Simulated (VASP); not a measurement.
# Ge (P6/mmm) in VASP: a series of runs

The runs below take Ge through relaxation of cell and atoms, with LDA.

All numbers are computed with VASP 6.6.1; they aren't measurements. Logs are shortened: lines on timing, memory, paths and dates and some standing lists are left out, and cuts for length are marked.

## Step 1: The cell of the first run

It takes space group P6/mmm (No. 191, hexagonal). Conventional cell: a = 3.912 Å, b = 3.912 Å, c = 2.426 Å, α = 90.00°, β = 90.00°, γ = 120.00°. Within 3.2 Å of Ge (site symmetry 6/mmm) lie 14 Ge at 2.43 to 2.56 Å. Ge (site symmetry -6m2) has 11 Ge at 2.26 to 2.56 Å within 3.0 Å.

This isn't the form of Ge at room conditions, which is diamond.

## Step 2: Relaxation of cell and atoms, LDA, target pressure 130 GPa, at which the enthalpy is minimised

Contents of INCAR:

```
PREC     = Accurate       # precision mode
ENCUT    = 600            # plane-wave cutoff, eV
EDIFF    = 1E-7           # SCF threshold, eV
ISMEAR   = -1             # smearing method
SIGMA    = 0.08           # smearing width, eV
LREAL    = F              # projectors in reciprocal space
LASPH    = T              # aspherical terms in the spheres
NELM     = 60             # most SCF steps
ALGO     = Normal         # electronic algorithm
ISIF     = 3              # what is computed and relaxed
LWAVE    = F              # write WAVECAR
LCHARG   = F              # write CHGCAR
GGA      = CA             # functional
IBRION   = 2              # ionic algorithm
NSW      = 60             # ionic steps
EDIFFG   = -0.005         # ionic threshold
PSTRESS  = 1300.0
```

Contents of KPOINTS:

```
regular mesh
0
Gamma
  9 9 13
```

Contents of POSCAR:

```
Ge
1.0
    3.9121077607      0.0000000000      0.0000000000
   -1.9560538803      3.3879847031      0.0000000000
    0.0000000000      0.0000000000      2.4255068116
Ge
3
Direct
    0.0000000000      0.0000000000      0.0000000000
    0.3333333333      0.6666666667      0.5000000000
    0.6666666667      0.3333333333      0.5000000000
```

Potentials or basis: VASP PAW LDA potentials, release 64 (Ge_d).

On the command line:

```sh
> cat potpaw_LDA.64/Ge_d/POTCAR > POTCAR
> mpirun -np 1 vasp_std > vasp.out
```

OUTCAR:

```text
PREC = Accurate
   ENCUT = 600
   EDIFF = 1E-7
   ISMEAR = -1
   LREAL = F
   LASPH = T
   NELM = 60
   ISIF = 3
   GGA = CA
   IBRION = 2
   NSW = 60
   EDIFFG = -0.005
   PSTRESS = 1300.0

 ion  position               nearest neighbor table
   1  0.000  0.000  0.000-   2 2.56   3 2.56   2 2.56   3 2.56   2 2.56   2 2.56   3 2.56   3 2.56
                             3 2.56   3 2.56   2 2.56   2 2.56
   2  0.333  0.667  0.500-   3 2.26   3 2.26   3 2.26   1 2.56   1 2.56   1 2.56   1 2.56   1 2.56
                             1 2.56
   3  0.667  0.333  0.500-   2 2.26   2 2.26   2 2.26   1 2.56   1 2.56   1 2.56   1 2.56   1 2.56
                             1 2.56

  LATTYP: Found a hexagonal cell.
 ALAT       =     3.9121077607
 C/A-ratio  =     0.6200000000

  Lattice vectors:

 A1 = (   3.9121077607,   0.0000000000,   0.0000000000)
 A2 = (  -1.9560538803,   3.3879847031,   0.0000000000)
 A3 = (   0.0000000000,   0.0000000000,   2.4255068116)

Analysis of symmetry for initial positions (statically):
=====================================================================
 Subroutine PRICEL returns:
 Original cell was already a primitive cell.

 Routine SETGRP: Setting up the symmetry group for a
 hexagonal supercell.

 Subroutine GETGRP returns: Found 24 space group operations
 (whereof 24 operations were pure point group operations)
 out of a pool of 24 trial point group operations.

The static configuration has the point symmetry D_6h.

Analysis of symmetry for dynamics (positions and initial velocities):
=====================================================================
 Subroutine PRICEL returns:
 Original cell was already a primitive cell.

 Routine SETGRP: Setting up the symmetry group for a
 hexagonal supercell.

 Subroutine GETGRP returns: Found 24 space group operations
 (whereof 24 operations were pure point group operations)
 out of a pool of 24 trial point group operations.

The dynamic configuration has the point symmetry D_6h.

 Subroutine INISYM returns: Found 24 space group operations
 (whereof 24 operations are pure point group operations),
 and found     1 'primitive' translations

----------------------------------------------------------------------------------------

                                     Primitive cell

  volume of cell :      32.1481

[... 88 lines left out ...]
   ENCUT  =  600.0 eV  44.10 Ry    6.64 a.u.   7.81  7.81  4.84*2*pi/ulx,y,z
   NELM   =     60;   NELMIN=  2; NELMDL= -5     # of ELM steps
   EDIFF  = 0.1E-06   stopping-criterion for ELM
   LREAL  =      F    real-space projection
   EDIFFG = -.5E-02   stopping-criterion for IOM
   NSW    =     60    number of steps for IOM
   IBRION =      2    ionic relax: 0-MD 1-quasi-New 2-CG
   NFREE  =      1    steps in history (QN), initial steepest desc. (CG)
   ISIF   =      3    stress and relaxation
   ISYM   =      2    0-nonsym 1-usesym 2-fastsym
   POTIM  = 0.5000    time-step for ionic-motion
   TEBEG  =    0.0;   TEEND  =   0.0 temperature during run
   PSTRESS= 1300.0 pullay stress
   NELECT =      42.0000    total number of electrons
   NUPDOWN=      -1.0000    fix difference up-down
   EMIN   =  10.00;   EMAX   =-10.00  energy-range for DOS
   EFERMI =   0.00;   METHOD = LEGACY
   ISMEAR =    -1;   SIGMA  =   0.08  broadening in eV -4-tet -1-fermi 0-gaus
   EFERMI_NEDOS =   21; number of points for ismear=-14 and -15
   IALGO  =     38    algorithm
   IMIX   =      4    mixing-type and parameters
     AMIX     =   0.40;   BMIX     =  1.00
     AMIX_MAG =   1.60;   BMIX_MAG =  1.00
  volume/ion in A,a.u.               =      10.72        72.32
  Fermi-wavevector in a.u.,A,eV,Ry     =   1.789670  3.381986 43.578365  3.202919
  Thomas-Fermi vector in A             =   2.852597
   LORBIT       =      0    0 simple, 1 ext, 2 COOP (PROOUT), +10 PAW based schemes
   GGA     = CA    functional components
   LHFCALC =     F    Hartree Fock is set to
   AEXX    =    0.0000 exact exchange contribution
   IVDW    =     0    specifies the selected vdW correction
   LEPSILON=     F    determine dielectric tensor
   LRPA    =     F    only Hartree local field effects (RPA)
 conjugate gradient relaxation of ions
 non-spin polarized calculation
  energy-cutoff  :      600.00
  volume of cell :       32.15
 maximum number of plane-waves:      1095
 NGX is ok and might be reduce to    32

--------------------------------------- Ionic step        1  -------------------------------------------

 number of electron      42.0000017 magnetization

 Free energy of the ion-electron system (eV)
  ---------------------------------------------------
  ext. energy  EPLUGINS =         0.00000000
  ---------------------------------------------------
  free energy    TOTEN  =        -9.08210251 eV

  energy without entropy =       -9.06327623  energy(sigma->0) =       -9.07268937

------------------------ aborting loop because EDIFF is reached ----------------------------------------

  FORCE on cell =-STRESS in cart. coord.  units (eV):
  Direction    XX          YY          ZZ          XY          YZ          ZX
  --------------------------------------------------------------------------------------
  -------------------------------------------------------------------------------------
  Total       28.0708121     28.0708121     23.4954095      0.0000000      0.0000000     -0.0000000
  in kB     1398.9777638   1398.9777638   1170.9513522      0.0000000      0.0000000     -0.0000000
  external PRESSURE =      22.9689599 kB  Pullay stress =    1300.0000000 kB
[... 299 lines left out ...]
--------------------------------------- Ionic step        9  -------------------------------------------

 number of electron      41.9999992 magnetization

 Free energy of the ion-electron system (eV)
  ---------------------------------------------------
  ext. energy  EPLUGINS =         0.00000000
  ---------------------------------------------------
  free energy    TOTEN  =        -9.26855609 eV

  energy without entropy =       -9.25037829  energy(sigma->0) =       -9.25946719

 E-fermi :  14.4937     XC(G=0): -14.7569

 val. band max:       14.4847971596   @ k =   0.4444  -0.0000   0.2308
 cond. band min:      14.4938269353   @ k =   0.3333   0.0000   0.0769
 fundamental gap:      0.0090297757
 Fermi energy:        14.4937320383

 k-point     1 :       0.0000    0.0000    0.0000
  band No.  band energies     occupation
      1     -11.6010      2.00000
      2     -11.3669      2.00000
      3     -11.2290      2.00000
      4     -11.1566      2.00000
      5     -11.1566      2.00000
      6     -11.1114      2.00000
[... 661 lines left out ...]
     24      23.1142      0.00000
     25      23.6016      0.00000

 [... further k-points ...]
[... 5 lines left out ...]
  --------------------------------------------------------------------------------------
  -------------------------------------------------------------------------------------
  Total       26.1551915     26.1551915     26.1762605      0.0000000      0.0000000      0.0000000
  in kB     1299.2848057   1299.2848057   1300.3314333      0.0000000      0.0000000      0.0000000
  external PRESSURE =      -0.3663184 kB  Pullay stress =    1300.0000000 kB
[... 22 lines left out ...]
  energy  without entropy=       -9.2503782886  energy(sigma->0) =       -9.25946719

  enthalpy is  TOTEN    =        16.9010325556 eV   P V=       26.1695886453

 reached required accuracy - stopping structural energy minimisation
```

CONTCAR:

```text
Ge
   1.00000000000000
     3.9853432529424122    0.0000000000394524   -0.0000000000000000
    -1.9926716263861031    3.4514084998091485    0.0000000000000000
     0.0000000000000000    0.0000000000000000    2.3447796121767071
  Ge
     3
Direct
     0.0000000000000000    0.0000000000000000    0.0000000000000000
     0.3333333332999970    0.6666666667000030    0.5000000000000000
     0.6666666667000030    0.3333333332999970    0.5000000000000000

  0.00000000E+00  0.00000000E+00  0.00000000E+00
  0.00000000E+00  0.00000000E+00  0.00000000E+00
  0.00000000E+00  0.00000000E+00  0.00000000E+00
```

Run time: 6.6 min. Hardware: 1 thread of Intel Xeon 8259CL, shared host; peak memory 0.19 GiB.

Results:

* Free energy: -9.2686 eV
* Relaxed volume: 10.75 Å³/atom
* Relaxed cell: a = 3.985 Å, b = 3.985 Å, c = 2.345 Å, α = 90.00°, β = 90.00°, γ = 120.00°
* Space group after relaxing (to 0.1 Å): P6/mmm (No. 191)
* Energy change on relaxing (the run minimises the enthalpy): -62.2 meV/atom
* Ionic steps: 9
* Pressure after relaxing: 130.0 GPa
* Band gap on the k mesh: zero (bands 21 and 22 overlap by 10.18 eV)

Stress tensor (GPa, compression positive):
```
129.93   0.00   0.00
  0.00 129.93   0.00
  0.00   0.00 130.03
```

The path:
```
step  energy change (eV)  largest force (eV/Å)  pressure (GPa)  volume (Å³)
   1              0.0000                0.0000          132.30        32.15
   2             -0.5990                0.0000          121.21        32.81
   3             -0.4680                0.0000          124.05        32.61
   4              0.8836                0.0000          152.43        31.08
   5             -0.2508                0.0000          128.64        32.33
   6             -0.2352                0.0000          128.98        32.31
   7             -0.1098                0.0000          131.54        32.16
   8             -0.1854                0.0000          130.08        32.25
   9             -0.1865                0.0000          129.96        32.25
```

Final structure:
```
Ge
1.0
     3.98534    0.00000    0.00000
    -1.99267    3.45141    0.00000
     0.00000    0.00000    2.34478
Ge
3
Cartesian
  0.0000 0.0000 0.0000
  0.0000 2.3009 1.1724
  1.9927 1.1505 1.1724
```

Levels at points of the mesh, in eV from the Fermi level:
```
           k point  band 18  band 19  band 20  band 21  band 22  band 23  band 24  band 25
(0.00, 0.00, 0.00)    -6.20    -6.12    -6.12    -6.05    -6.05     6.62    11.27    15.98
```

Caveat: the cell is relaxed towards a set pressure, so the run minimises the enthalpy, not the energy.

## Step 3: Relaxation of cell and atoms, LDA, target pressure 130 GPa, at which the enthalpy is minimised

This run uses another cell than the first one, of the same volume but with other edges.

Contents of INCAR:

```
PREC     = Accurate       # precision mode
ENCUT    = 600            # plane-wave cutoff, eV
EDIFF    = 1E-7           # SCF threshold, eV
ISMEAR   = -1             # smearing method
SIGMA    = 0.08           # smearing width, eV
LREAL    = False          # projectors in reciprocal space
LASPH    = True           # aspherical terms in the spheres
NELM     = 100            # most SCF steps
ALGO     = Normal         # electronic algorithm
ISIF     = 3              # what is computed and relaxed
LWAVE    = False          # write WAVECAR
LCHARG   = False          # write CHGCAR
IBRION   = 2              # ionic algorithm
NSW      = 32             # ionic steps
EDIFFG   = -0.005         # ionic threshold
PSTRESS  = 1300.0
```

Contents of KPOINTS:

```
Automatic mesh
0
Gamma
  9 9 13
```

Contents of POSCAR:

```
Ge
1.0
    3.9813274469      0.0000000000      0.0000000000
   -1.9906637234      3.4479307098      0.0000000000
    0.0000000000      0.0000000000      2.3428635909
Ge
3
Direct
    0.0000000000      0.0000000000      0.0000000000
    0.3333333333      0.6666666667      0.5000000000
    0.6666666667      0.3333333333      0.5000000000
```

Potentials or basis: VASP PAW LDA potentials, release 64 (Ge_d).

On the command line:

```sh
> cat potpaw_LDA.64/Ge_d/POTCAR > POTCAR
> mpirun -np 1 vasp_std > vasp.out
```

OUTCAR:

```text
PREC = Accurate
   ENCUT = 600
   EDIFF = 1E-7
   ISMEAR = -1
   LREAL = False
   LASPH = True
   NELM = 100
   ISIF = 3
   IBRION = 2
   NSW = 32
   EDIFFG = -0.005
   PSTRESS = 1300.0

 ion  position               nearest neighbor table
   1  0.000  0.000  0.000-   2 2.58   3 2.58   2 2.58   3 2.58   2 2.58   2 2.58   3 2.58   3 2.58
                             3 2.58   3 2.58   2 2.58   2 2.58
   2  0.333  0.667  0.500-   3 2.30   3 2.30   3 2.30   1 2.58   1 2.58   1 2.58   1 2.58   1 2.58
                             1 2.58
   3  0.667  0.333  0.500-   2 2.30   2 2.30   2 2.30   1 2.58   1 2.58   1 2.58   1 2.58   1 2.58
                             1 2.58

  LATTYP: Found a hexagonal cell.
 ALAT       =     3.9813274469
 C/A-ratio  =     0.5884629240

  Lattice vectors:

 A1 = (   3.9813274469,   0.0000000000,   0.0000000000)
 A2 = (  -1.9906637234,   3.4479307098,   0.0000000000)
 A3 = (   0.0000000000,   0.0000000000,   2.3428635909)

Analysis of symmetry for initial positions (statically):
=====================================================================
 Subroutine PRICEL returns:
 Original cell was already a primitive cell.

 Routine SETGRP: Setting up the symmetry group for a
 hexagonal supercell.

 Subroutine GETGRP returns: Found 24 space group operations
 (whereof 24 operations were pure point group operations)
 out of a pool of 24 trial point group operations.

The static configuration has the point symmetry D_6h.

Analysis of symmetry for dynamics (positions and initial velocities):
=====================================================================
 Subroutine PRICEL returns:
 Original cell was already a primitive cell.

 Routine SETGRP: Setting up the symmetry group for a
 hexagonal supercell.

[... 121 lines left out ...]
   ISMEAR =    -1;   SIGMA  =   0.08  broadening in eV -4-tet -1-fermi 0-gaus
   EFERMI_NEDOS =   21; number of points for ismear=-14 and -15
   IALGO  =     38    algorithm
   IMIX   =      4    mixing-type and parameters
     AMIX     =   0.40;   BMIX     =  1.00
     AMIX_MAG =   1.60;   BMIX_MAG =  1.00
  volume/ion in A,a.u.               =      10.72        72.35
  Fermi-wavevector in a.u.,A,eV,Ry     =   1.789425  3.381523 43.566414  3.202041
  Thomas-Fermi vector in A             =   2.852401
   LORBIT       =      0    0 simple, 1 ext, 2 COOP (PROOUT), +10 PAW based schemes
   GGA     = CA    functional components
   LHFCALC =     F    Hartree Fock is set to
   AEXX    =    0.0000 exact exchange contribution
   IVDW    =     0    specifies the selected vdW correction
   LEPSILON=     F    determine dielectric tensor
   LRPA    =     F    only Hartree local field effects (RPA)
 conjugate gradient relaxation of ions
 non-spin polarized calculation
  energy-cutoff  :      600.00
  volume of cell :       32.16
 maximum number of plane-waves:      1092
 NGX is ok and might be reduce to    32

--------------------------------------- Ionic step        1  -------------------------------------------

 number of electron      41.9999993 magnetization

 Free energy of the ion-electron system (eV)
  ---------------------------------------------------
  ext. energy  EPLUGINS =         0.00000000
  ---------------------------------------------------
  free energy    TOTEN  =        -9.19393642 eV

  energy without entropy =       -9.17577003  energy(sigma->0) =       -9.18485322

------------------------ aborting loop because EDIFF is reached ----------------------------------------

  FORCE on cell =-STRESS in cart. coord.  units (eV):
  Direction    XX          YY          ZZ          XY          YZ          ZX
  --------------------------------------------------------------------------------------
  -------------------------------------------------------------------------------------
  Total       26.3946434     26.3946434     26.3978124      0.0000000      0.0000000     -0.0000000
  in kB     1314.9006823   1314.9006823   1315.0585495      0.0000000      0.0000000     -0.0000000
  external PRESSURE =      14.9533047 kB  Pullay stress =    1300.0000000 kB
[... 65 lines left out ...]
--------------------------------------- Ionic step        3  -------------------------------------------

 number of electron      41.9999992 magnetization

 Free energy of the ion-electron system (eV)
  ---------------------------------------------------
  ext. energy  EPLUGINS =         0.00000000
  ---------------------------------------------------
  free energy    TOTEN  =        -9.26661362 eV

  energy without entropy =       -9.24842964  energy(sigma->0) =       -9.25752163

 E-fermi :  14.4953     XC(G=0): -14.7573

 val. band max:       14.4820764323   @ k =   0.4444   0.0000   0.2308
 cond. band min:      14.4969376837   @ k =   0.3333   0.0000   0.0769
 fundamental gap:      0.0148612515
 Fermi energy:        14.4953255613

 k-point     1 :       0.0000    0.0000    0.0000
  band No.  band energies     occupation
      1     -11.5995      2.00000
      2     -11.3651      2.00000
      3     -11.2272      2.00000
      4     -11.1555      2.00000
      5     -11.1555      2.00000
      6     -11.1100      2.00000
[... 661 lines left out ...]
     24      23.1105      0.00000
     25      23.6073      0.00000

 [... further k-points ...]
[... 5 lines left out ...]
  --------------------------------------------------------------------------------------
  -------------------------------------------------------------------------------------
  Total       26.1582348     26.1582348     26.1557397      0.0000000      0.0000000      0.0000000
  in kB     1299.5270607   1299.5270607   1299.4031014      0.0000000      0.0000000      0.0000000
  external PRESSURE =      -0.5142591 kB  Pullay stress =    1300.0000000 kB
[... 22 lines left out ...]
  energy  without entropy=       -9.2484296405  energy(sigma->0) =       -9.25752163

  enthalpy is  TOTEN    =        16.9011410266 eV   P V=       26.1677546477

 reached required accuracy - stopping structural energy minimisation
```

OSZICAR:

```text
N       E                     dE             d eps       ncg     rms          rms(c)
DAV:   1     0.266738597853E+03    0.26674E+03   -0.22715E+04  5016   0.580E+03
DAV:   2     0.246484025423E+02   -0.24209E+03   -0.23882E+03  4200   0.651E+02
DAV:   3    -0.854847262498E+01   -0.33197E+02   -0.32712E+02  4689   0.178E+02
[... 25 lines left out ...]
DAV:   4    -0.926660373468E+01    0.95994E-03   -0.22305E-03  5315   0.127E+00    0.423E-02
DAV:   5    -0.926661524944E+01   -0.11515E-04   -0.14067E-04  5320   0.413E-01    0.207E-02
DAV:   6    -0.926661365908E+01    0.15904E-05   -0.17326E-05  6114   0.106E-01    0.727E-03
DAV:   7    -0.926661363441E+01    0.24672E-07   -0.17509E-06  5100   0.248E-02    0.883E-04
DAV:   8    -0.926661362111E+01    0.13304E-07   -0.82884E-08  2634   0.275E-02
   3 F= 0.16901141E+02 E0= 0.16910233E+02  d E =-.457289E-03
```

Run time: 2.4 min. Hardware: 1 thread of Intel Xeon 8259CL, shared host; peak memory 0.19 GiB.

What came out:

| Property | Result |
| --- | --- |
| Free energy | -9.2666 eV |
| Relaxed volume | 10.75 Å³/atom |
| Relaxed cell | a = 3.985 Å, b = 3.985 Å, c = 2.345 Å, α = 90.00°, β = 90.00°, γ = 120.00° |
| Space group after relaxing (to 0.1 Å) | P6/mmm (No. 191) |
| Energy change on relaxing (the run minimises the enthalpy) | -24.2 meV/atom |
| Ionic steps | 3 |
| Pressure after relaxing | 129.9 GPa |
| Band gap on the k mesh | zero (bands 21 and 22 overlap by 10.18 eV) |

Step by step:
```
step  energy change (eV)  largest force (eV/Å)  pressure (GPa)  volume (Å³)
   1              0.0000                0.0000          131.50        32.16
   2             -0.3728                0.0000          123.88        32.63
   3             -0.0727                0.0000          129.95        32.25
```

Final structure:
```xyz
3
Lattice="3.9850 0.0000 0.0000 -1.9925 3.4511 0.0000 0.0000 0.0000 2.3450" Properties=species:S:1:pos:R:3 pbc="T T T"
Ge   -1.9925    3.4511    0.0000
Ge    0.0000    2.3007    1.1725
Ge    1.9925    1.1504    1.1725
```

Levels at points of the mesh, in eV from the Fermi level:
```tsv
k point	band 18	band 19	band 20	band 21	band 22	band 23	band 24	band 25
(0.00, 0.00, 0.00)	-6.19	-6.12	-6.12	-6.05	-6.05	6.61	11.27	15.98
```

Caveat: the cell is relaxed towards a set pressure, so the run minimises the enthalpy, not the energy.
